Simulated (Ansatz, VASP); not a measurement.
# SnO: VASP beside Ansatz

```
Sn O
1.0
     3.82017    0.00000    0.00000
     0.00000    3.82017    0.00000
     0.00000    0.00000   30.63191
Sn O
2 2
Direct
  0.50000 0.00000 0.46143
  0.00000 0.50000 0.53857
  0.00000 0.00000 0.50000
  0.50000 0.50000 0.50000
```

Alike in both runs: functional PBE; dispersion D3(BJ); k mesh 6 × 6 × 1; occupations gaussian, width 0.02 eV; no spin polarisation.

Ansatz relaxed the structure, and its values are those at the end. VASP's run is a single point on that final structure, the one shown.

|  | VASP | Ansatz |
| --- | --- | --- |
| version | VASP 6.6.1 | Ansatz 0.2.0 |
| potentials or method | VASP PAW PBE potentials, release 64 (Sn_d, O), cutoff 520 eV | scalar-relativistic, plane waves, PAW |
| valence electrons in the cell | 40 | 40 |

```tsv
	VASP	Ansatz	Ansatz less VASP
gap on the k mesh at the Fermi level (eV)	3.09	3.11	+0.021
least direct gap on the mesh (eV)	3.14	3.18	+0.034
rms of the force components (eV/Å)	0.040	0.000	-0.0398
```
